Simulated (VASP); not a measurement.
# BP (F-43m) in VASP: a series of runs

Aim: see how the results for BP move with the level of theory and the settings. Levels: RPBE, r2SCAN+rVV10, r2SCAN, r2SCAN+D4. Tasks: relaxation of cell and atoms.

Everything below comes from runs of VASP 6.6.1. Logs are shortened: lines on timing, memory, paths and dates and some standing lists are left out, and cuts for length are marked.

### 1 The cell of the first run

The structure is cubic, space group F-43m (No. 216). Conventional cell: a = 4.538 Å, b = 4.538 Å, c = 4.538 Å, α = 90.00°, β = 90.00°, γ = 90.00°. Within 2.6 Å of B (site symmetry -43m) lie 4 P at 1.97 Å. P (site symmetry -43m) has 4 B at 1.97 Å within 2.6 Å.

### 2 Relaxation of cell and atoms, RPBE

INCAR

```
  ALGO = Normal
  EDIFF = 1E-6
  EDIFFG = -0.01
  ENCUT = 600
  GGA = RP
  IBRION = 2
  ISIF = 3
  ISMEAR = 1
  LASPH = True
  LCHARG = False
  LREAL = False
  LWAVE = False
  NELM = 80
  NSW = 80
  PREC = Accurate
  SIGMA = 0.02
```

KPOINTS

```
k-points
0
Gamma
  8 8 8
```

POSCAR

```
BP
1.0
    0.0000000000      2.2690000000      2.2690000000
    2.2690000000      0.0000000000      2.2690000000
    2.2690000000      2.2690000000      0.0000000000
B P
1 1
Direct
    0.0000000000      0.0000000000      0.0000000000
    0.2500000000      0.2500000000      0.2500000000
```

Potentials or basis: VASP PAW PBE potentials, release 64 (B, P).

The run is started by

```sh
> cat potpaw_PBE.64/B/POTCAR potpaw_PBE.64/P/POTCAR > POTCAR
> mpirun -np 1 vasp_std > vasp.out
```

OUTCAR:

```text
EDIFF = 1E-6
   EDIFFG = -0.01
   ENCUT = 600
   GGA = RP
   IBRION = 2
   ISIF = 3
   ISMEAR = 1
   LASPH = True
   LREAL = False
   NELM = 80
   NSW = 80
   PREC = Accurate

 ion  position               nearest neighbor table
   1  0.000  0.000  0.000-   2 1.97   2 1.97   2 1.97   2 1.97
   2  0.250  0.250  0.250-   1 1.97   1 1.97   1 1.97   1 1.97

  LATTYP: Found a face centered cubic cell.
 ALAT       =     4.5380000000

  Lattice vectors:

 A1 = (   0.0000000000,   2.2690000000,   2.2690000000)
 A2 = (   2.2690000000,   0.0000000000,   2.2690000000)
 A3 = (   2.2690000000,   2.2690000000,   0.0000000000)

Analysis of symmetry for initial positions (statically):
[... 5 lines left out ...]
 face centered cubic supercell.

 Subroutine GETGRP returns: Found 24 space group operations
 (whereof 24 operations were pure point group operations)
 out of a pool of 48 trial point group operations.

The static configuration has the point symmetry T_d .

Analysis of symmetry for dynamics (positions and initial velocities):
[... 5 lines left out ...]
 face centered cubic supercell.

 Subroutine GETGRP returns: Found 24 space group operations
 (whereof 24 operations were pure point group operations)
 out of a pool of 48 trial point group operations.

The dynamic configuration has the point symmetry T_d .

 Subroutine INISYM returns: Found 24 space group operations
 (whereof 24 operations are pure point group operations),
 and found     1 'primitive' translations

----------------------------------------------------------------------------------------

                                     Primitive cell

  volume of cell :      23.3633

  direct lattice vectors                    reciprocal lattice vectors
     0.000000000  2.269000000  2.269000000    -0.220361393  0.220361393  0.220361393
     2.269000000  0.000000000  2.269000000     0.220361393 -0.220361393  0.220361393
     2.269000000  2.269000000  0.000000000     0.220361393  0.220361393 -0.220361393

  length of vectors
     3.208850573  3.208850573  3.208850573     0.381677128  0.381677128  0.381677128

  position of ions in fractional coordinates (direct lattice)
     0.000000000  0.000000000  0.000000000
     0.250000000  0.250000000  0.250000000

  ion indices of the primitive-cell ions
   primitive index   ion index
                 1           1
                 2           2

----------------------------------------------------------------------------------------

 KPOINTS: k-points

Automatic generation of k-mesh.
 Grid dimensions read from file:
 generate k-points for:    8    8    8

 Generating k-lattice:

  Cartesian coordinates                     Fractional coordinates (reciprocal lattice)
    -0.027545174  0.027545174  0.027545174     0.125000000  0.000000000  0.000000000
     0.027545174 -0.027545174  0.027545174     0.000000000  0.125000000  0.000000000
     0.027545174  0.027545174 -0.027545174     0.000000000  0.000000000  0.125000000

  Length of vectors
     0.047709641  0.047709641  0.047709641

  Shift w.r.t. Gamma in fractional coordinates (k-lattice)
     0.000000000  0.000000000  0.000000000

 Subroutine IBZKPT returns following result:
 ===========================================

 Found     29 irreducible k-points:

 Following reciprocal coordinates:
            Coordinates               Weight
  0.000000  0.000000  0.000000      1.000000
  0.125000  0.000000  0.000000      8.000000
  0.250000  0.000000  0.000000      8.000000
  0.375000  0.000000  0.000000      8.000000
  0.500000  0.000000  0.000000      4.000000
  0.125000  0.125000  0.000000      6.000000
[... 16 lines left out ...]
  0.500000  0.250000  0.125000     48.000000
 -0.375000  0.250000  0.125000     24.000000
 [... further k-points ...]
   k-points           NKPTS =     29   k-points in BZ     NKDIM =     29   number of bands    NBANDS=      8
   number of dos      NEDOS =    301   number of ions     NIONS =      2
   total plane-waves  NPLWV =  21952
   dimension x,y,z NGX =    28 NGY =   28 NGZ =   28
   dimension x,y,z NGXF=    56 NGYF=   56 NGZF=   56
   ions per type =               1   1
   NGX,Y,Z   is equivalent  to a cutoff of  14.51, 14.51, 14.51 a.u.
   NGXF,Y,Z  is equivalent  to a cutoff of  29.01, 29.01, 29.01 a.u.
 SYSTEM =  unknown system
   PREC   = accura    normal or accurate (medium, high low for compatibility)
   ISTART =      0    job   : 0-new  1-cont  2-samecut
   ICHARG =      2    charge: 1-file 2-atom 10-const
   ISPIN  =      1    spin polarized calculation?
   LNONCOLLINEAR =      F non collinear calculations
   LSORBIT =      F    spin-orbit coupling
   LASPH  =      T    aspherical Exc in radial PAW
   ENCUT  =  600.0 eV  44.10 Ry    6.64 a.u.   6.41  6.41  6.41*2*pi/ulx,y,z
   NELM   =     80;   NELMIN=  2; NELMDL= -5     # of ELM steps
   EDIFF  = 0.1E-05   stopping-criterion for ELM
   LREAL  =      F    real-space projection
   EDIFFG = -.1E-01   stopping-criterion for IOM
   NSW    =     80    number of steps for IOM
   IBRION =      2    ionic relax: 0-MD 1-quasi-New 2-CG
   NFREE  =      1    steps in history (QN), initial steepest desc. (CG)
   ISIF   =      3    stress and relaxation
   ISYM   =      2    0-nonsym 1-usesym 2-fastsym
   POTIM  = 0.5000    time-step for ionic-motion
   TEBEG  =    0.0;   TEEND  =   0.0 temperature during run
   PSTRESS=    0.0 pullay stress
   NELECT =       8.0000    total number of electrons
   NUPDOWN=      -1.0000    fix difference up-down
   EMIN   =  10.00;   EMAX   =-10.00  energy-range for DOS
   EFERMI =   0.00;   METHOD = LEGACY
   ISMEAR =     1;   SIGMA  =   0.02  broadening in eV -4-tet -1-fermi 0-gaus
   EFERMI_NEDOS =   21; number of points for ismear=-14 and -15
   IALGO  =     38    algorithm
   IMIX   =      4    mixing-type and parameters
     AMIX     =   0.40;   BMIX     =  1.00
     AMIX_MAG =   1.60;   BMIX_MAG =  1.00
  volume/ion in A,a.u.               =      11.68        78.83
  Fermi-wavevector in a.u.,A,eV,Ry     =   1.145320  2.164342 17.847562  1.311759
  Thomas-Fermi vector in A             =   2.282009
   LORBIT       =      0    0 simple, 1 ext, 2 COOP (PROOUT), +10 PAW based schemes
   GGA     = RP    functional components
   LHFCALC =     F    Hartree Fock is set to
   AEXX    =    0.0000 exact exchange contribution
   IVDW    =     0    specifies the selected vdW correction
   LEPSILON=     F    determine dielectric tensor
   LRPA    =     F    only Hartree local field effects (RPA)
 conjugate gradient relaxation of ions
 non-spin polarized calculation
 Methfessel and Paxton  Order N= 1 SIGMA  =   0.02
  energy-cutoff  :      600.00
  volume of cell :       23.36
 maximum number of plane-waves:       799
 NGX is ok and might be reduce to    28
   NGX = 13   NGY = 13   NGZ = 13

--------------------------------------- Ionic step        1  -------------------------------------------

 number of electron       8.0000000 magnetization

 Free energy of the ion-electron system (eV)
  ---------------------------------------------------
  ext. energy  EPLUGINS =         0.00000000
  ---------------------------------------------------
  free energy    TOTEN  =       -12.26914051 eV

  energy without entropy =      -12.26914051  energy(sigma->0) =      -12.26914051

------------------------ aborting loop because EDIFF is reached ----------------------------------------

  FORCE on cell =-STRESS in cart. coord.  units (eV):
  Direction    XX          YY          ZZ          XY          YZ          ZX
  --------------------------------------------------------------------------------------
  -------------------------------------------------------------------------------------
  Total        0.5132518      0.5132518      0.5132518     -0.0000000     -0.0000000     -0.0000000
  in kB       35.1971543     35.1971543     35.1971543     -0.0000000     -0.0000000     -0.0000000
  external PRESSURE =      35.1971543 kB  Pullay stress =       0.0000000 kB
[... 57 lines left out ...]
  energy  without entropy=      -12.2719658191  energy(sigma->0) =      -12.27196129

--------------------------------------- Ionic step        3  -------------------------------------------

 number of electron       8.0000000 magnetization

 Free energy of the ion-electron system (eV)
  ---------------------------------------------------
  ext. energy  EPLUGINS =         0.00000000
  ---------------------------------------------------
  free energy    TOTEN  =       -12.27463990 eV

  energy without entropy =      -12.27464669  energy(sigma->0) =      -12.27464216

 E-fermi :   7.2841     XC(G=0): -10.7382

 val. band max:        7.2672493511   @ k =   0.0000   0.0000   0.0000
 cond. band min:       8.5784442447   @ k =   0.3750   0.3750   0.0000
 fundamental gap:      1.3111948936
 Fermi energy:         7.2840869627

 k-point     1 :       0.0000    0.0000    0.0000
  band No.  band energies     occupation
      1      -8.0177      2.00000
      2       7.2672      2.00000
      3       7.2672      2.00000
      4       7.2672      2.00000
      5      10.6299      0.00000
      6      10.6299      0.00000
      7      10.6299      0.00000
      8      14.3557      0.00000
[... 243 lines left out ...]
 k-point    24 :      -0.3750    0.2500    0.1250
  band No.  band energies     occupation
      1      -4.1295      2.00000
      2      -1.0605      2.00000
      3       2.8023      2.00000
      4       4.2132      2.00000
      5      11.4761      0.00000
      6      12.3941      0.00000
      7      15.4513      0.00000
      8      16.9642      0.00000

 [... further k-points ...]
[... 5 lines left out ...]
  --------------------------------------------------------------------------------------
  -------------------------------------------------------------------------------------
  Total        0.0013104      0.0013104      0.0013104     -0.0000000     -0.0000000     -0.0000000
  in kB        0.0879381      0.0879381      0.0879381     -0.0000000     -0.0000000     -0.0000000
  external PRESSURE =       0.0879381 kB  Pullay stress =       0.0000000 kB
[... 17 lines left out ...]
  FREE ENERGIE OF THE ION-ELECTRON SYSTEM (eV)
  ---------------------------------------------------
  free  energy   TOTEN  =       -12.2746398957 eV

  energy  without entropy=      -12.2746466902  energy(sigma->0) =      -12.27464216

 reached required accuracy - stopping structural energy minimisation
```

Wall time 14 s (1 thread of Intel Xeon Platinum 8488C (Sapphire Rapids), shared host); peak memory 0.15 GiB.

Results:

| Quantity | Value |
| --- | --- |
| Free energy | -12.2746 eV |
| Relaxed volume | 11.94 Å³/atom |
| Relaxed cell | a = 3.232 Å, b = 3.232 Å, c = 3.232 Å, α = 60.00°, β = 60.00°, γ = 60.00° |
| Space group after relaxing (to 0.05 Å) | F-43m (No. 216) |
| Energy gained by relaxing | 2.7 meV/atom |
| Ionic steps | 3 |
| Pressure after relaxing | 0.0 GPa |
| Band gap on the k mesh | 1.31 eV, indirect (least direct gap 3.36 eV) |

Step by step:
| step | energy change (eV) | largest force (eV/Å) | pressure (GPa) | volume (Å³) |
| --- | --- | --- | --- | --- |
| 1 | 0.0000 | 0.0000 | 3.52 | 23.36 |
| 2 | -0.0028 | 0.0000 | -2.30 | 24.24 |
| 3 | -0.0055 | 0.0000 | 0.01 | 23.87 |

Final structure:
```xyz
2
Lattice="0.0000 2.2854 2.2854 2.2854 0.0000 2.2854 2.2854 2.2854 0.0000" Properties=species:S:1:pos:R:3 pbc="T T T"
B     0.0000    0.0000    0.0000
P     1.1427    1.1427    1.1427
```

Caveat: the PAW data sets were made with another functional, which shifts forces and pressure a little. RPBE gaps usually lie below the measured ones, often by a third to a half.

### 3 Relaxation of cell and atoms, r2SCAN+rVV10

POSCAR is that of step 2.

INCAR.step1

```
SYSTEM = BP
  PREC = Accurate
  ENCUT = 600
  ISMEAR = 1
  SIGMA = 0.02
  LREAL = .False.
  LASPH = .True.
  NELM = 100
  GGA = PE
  ALGO = Normal
  EDIFF = 1E-4
  LWAVE = .True.
  LCHARG = .False.
```

INCAR.step2

```
SYSTEM = BP
  PREC = Accurate
  ENCUT = 600
  EDIFF = 1E-6
  ISMEAR = 1
  SIGMA = 0.02
  LREAL = .False.
  LASPH = .True.
  NELM = 100
  ALGO = Normal
  ISIF = 3
  LWAVE = .False.
  LCHARG = .False.
  METAGGA = R2SCAN
  LMIXTAU = .True.
  LUSE_VDW = .True.
  IVDW_NL = 2
  BPARAM = 11.95
  CPARAM = 0.0093
  IBRION = 2
  NSW = 80
  EDIFFG = -0.01
  ISTART = 1
```

KPOINTS

```
Automatic mesh
0
Gamma
  8 8 8
  0 0 0
```

Potentials or basis: VASP PAW PBE potentials, release 64 (B, P).

The run is started by

```sh
> cat potpaw_PBE.64/B/POTCAR potpaw_PBE.64/P/POTCAR > POTCAR
> cp INCAR.step1 INCAR
> mpirun -np 1 vasp_std > vasp.out
> cp INCAR.step2 INCAR
> mpirun -np 1 vasp_std > vasp.out
```

Run time: 2.4 min. Hardware: 1 thread of Intel Xeon Platinum 8488C (Sapphire Rapids), shared host; peak memory 0.26 GiB.

Results (log left out):

```yaml
Free_energy: -17.2270 eV
Relaxed_volume: 11.60 Å³/atom
Relaxed_cell: a = 3.201 Å, b = 3.201 Å, c = 3.201 Å, α = 60.00°, β = 60.00°, γ = 60.00°
Space_group_after_relaxing_to_0.05_Å: F-43m (No. 216)
Energy_gained_by_relaxing: 0.3 meV/atom
Ionic_steps: 3
Pressure_after_relaxing: 0.0 GPa
Band_gap_on_the_k_mesh: 1.44 eV, indirect (least direct gap 3.65 eV)
```

The path:
| step | energy change (eV) | largest force (eV/Å) | pressure (GPa) | volume (Å³) |
| --- | --- | --- | --- | --- |
| 1 | 0.0000 | 0.0000 | -1.23 | 23.36 |
| 2 | -0.0002 | 0.0000 | 1.02 | 23.06 |
| 3 | -0.0007 | 0.0000 | 0.01 | 23.19 |

Final structure:
```
B P
1.0
     0.00000    2.26352    2.26352
     2.26352    0.00000    2.26352
     2.26352    2.26352    0.00000
B P
1 1
Direct
  0.00000 0.00000 0.00000
  0.25000 0.25000 0.25000
```

Levels at points of the mesh, in eV from the valence-band top:
| k point | band 2 | band 3 | band 4 | band 5 | band 6 | band 7 |
| --- | --- | --- | --- | --- | --- | --- |
| (0.00, 0.00, 0.00) | 0.00 | 0.00 | 0.00 | 3.65 | 3.65 | 3.65 |
| (0.50, 0.00, 0.00) | -9.57 | -1.88 | -1.88 | 4.17 | 5.02 | 5.02 |
| (0.50, 0.50, 0.00) | -9.17 | -4.38 | -4.38 | 1.49 | 1.87 | 13.13 |

Caveat: the PAW data sets were made with another functional, which shifts forces and pressure a little.

(Part 1 of 2 ends here.)
